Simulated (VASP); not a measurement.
SrCl2: single point with PBE

Crystal: SrCl2.

```
Sr Cl
1.0
     0.00000    3.49772    3.49772
     3.61979    0.00000    3.49772
     3.61979    3.49772    0.00000
Sr Cl
1 2
Direct
  0.00000 0.00000 0.00000
  0.25000 0.25000 0.25000
  0.75000 0.75000 0.75000
```

This cell differs from its parent crystal: uniaxial x strain +3.5%.

| Item | Value |
| --- | --- |
| Program | VASP 6.6.1 |
| Task | single point |
| Functional | PBE |
| Potentials or basis | VASP PAW PBE potentials, release 64 (Sr_sv, Cl) |
| Cutoff | 520 eV |
| k mesh | 6 × 6 × 6 |
| Occupations | fermi-dirac, width 0.02 eV |
| Spin | no spin polarisation |
| Dipole correction | no |
| Further INCAR settings | ALGO = Normal; EDIFF = 1e-07; NBANDS = 19 |

```json
{
  "Pressure": "-0.4 GPa",
  "Band gap on the k mesh": "5.07 eV (least direct gap 5.38 eV)"
}
```

Stress tensor (GPa, compression positive):
```
-1.50  0.00  0.00
 0.00  0.14  0.00
 0.00  0.00  0.14
```

Levels at points of the mesh, in eV from the valence-band top:
```tsv
k point	band 10	band 11	band 12	band 13	band 14	band 15
(0.00, 0.00, 0.00)	-0.55	-0.31	-0.31	5.07	5.96	6.14
(0.50, 0.00, 0.00)	-1.31	-1.07	-1.05	6.57	6.62	7.27
(0.50, 0.50, 0.00)	-0.60	-0.33	0.00	5.44	6.93	7.42
(0.00, 0.50, 0.50)	-0.39	-0.39	-0.19	5.45	6.69	7.42
```

Wall time 46 s on 1 thread of Intel(R) Xeon(R) Platinum 8259CL CPU @ 2.50GHz (Skylake/Cascade Lake), on a shared host, peak memory 0.25 GiB.

Caveat: the cell differs from its parent crystal (uniaxial x strain +3.5%); the structure was generated, so it needn't be the stable form of SrCl2. A k mesh can miss the band edges.
